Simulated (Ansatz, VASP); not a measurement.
Given: the input of a run of VASP 6.6.1 on NaCl.

The input INCAR:

```
ALGO = Normal ; EDIFF = 1E-6
ENCUT = 500 ; GGA = PS
GGA_COMPAT = F ; ISIF = 2
ISMEAR = -1 ; LASPH = T
LCHARG = F ; LREAL = F
LWAVE = F ; NBANDS = 14
NELM = 120 ; PREC = Accurate
SIGMA = 0.05
```

The input KPOINTS:

```
k-points
0
Gamma
  7 7 7
```

POSCAR

```
NaCl
1.0
    0.0000000000      2.7940632177      2.9058257464
    2.7940632177      0.0000000000      2.9058257464
    2.7940632177      2.7940632177      0.0000000000
Cl Na
1 1
Direct
    0.5000000000      0.5000000000      0.5000000000
    0.0000000000      0.0000000000      0.0000000000
```

Potentials or basis: VASP PAW PBE potentials, release 64 (Cl, Na_pv).

Launch:

```console
$ cat potpaw_PBE.64/Cl/POTCAR potpaw_PBE.64/Na_pv/POTCAR > POTCAR
$ mpirun -np 1 vasp_std > vasp.out
```

**Question.** Set up the same calculation for Ansatz 0.2.0. Potentials there: Ansatz PAW.

**Answer.** As run (the cutoff follows the program's own potentials):

Contents of input.yaml:

```yaml
crystal:
  lattice:
    - [0.0, 2.7940632177, 2.9058257464]
    - [2.7940632177, 0.0, 2.9058257464]
    - [2.7940632177, 2.7940632177, 0.0]
  atoms:
    - { symbol: Cl, position: [0.5, 0.5, 0.5] }
    - { symbol: Na, position: [0.0, 0.0, 0.0] }
hamiltonian:
  xc: pbesol
  pseudopotentials: { kind: paw }
kpoints:
  mp_grid: { grid: [7, 7, 7] }
scf:
  occupations: { method: fermi_dirac, width: 0.05 }
output:
  forces: true
  stress: true
  eigenvalues: true
```

Potentials or basis: Ansatz PAW.

Launch:

```sh
$ ansatz run input.yaml --threads 1 --pin off --max-ram 3584MiB --backend cpu --events-out ev --progress --plain --runs-dir out
```

Both were run:

|  | VASP | Ansatz | Ansatz less VASP |
| --- | --- | --- | --- |
| gap on the k mesh at the Fermi level (eV) | 4.87 | 4.88 | +0.004 |
| least direct gap on the mesh (eV) | 4.87 | 4.88 | +0.004 |
| pressure (GPa) | -0.7 | -0.7 | +0.01 |
| traceless stress, the component that is largest in VASP (GPa) | -0.89 | -0.88 | +0.017 |

VASP's potentials were made for PBE, not for PBEsol. VASP's potentials hold 14 valence electrons a cell and Ansatz's 16, so a difference there can come from the potentials and not from the codes.

Noted on Ansatz's run: odd divisions of the mesh miss points on the zone boundary, where band edges often lie, so the gap on the mesh can be too wide.
